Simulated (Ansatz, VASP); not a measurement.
## One calculation of Rh, two programs

```
Rh
1.0
     0.00000    1.89021    1.89021
     1.89021    0.00000    1.89021
     1.89021    1.89021    0.00000
Rh
1
Direct
  0.00000 0.00000 0.00000
```

Change from the starting cell: volume scaled by 0.98, PAW files.

Alike in both runs: task electric field gradients; functional LDA; k mesh 18 × 18 × 18; occupations fermi-dirac, width 0.05 eV; no spin polarisation.

```csv
,VASP,Ansatz
version,VASP 6.6.1,Ansatz 0.2.0
potentials or method,"VASP PAW LDA potentials, release 64 (Rh_pv)","PAW with Ansatz's default frozen-core files, scalar-relativistic"
plane-wave cutoff (eV),520,420
valence electrons in the cell,15,17
```

VASP gave:

- pressure (GPa): -5.5

Task: What did Ansatz give for the same quantities?

Result: Pressure (GPa): -6.4.

LDA's correlation is that of Perdew and Zunger in VASP and of Perdew and Wang (1992) in Ansatz. VASP's potentials hold 15 valence electrons a cell and Ansatz's 17, so a difference there can come from the potentials and not from the codes.
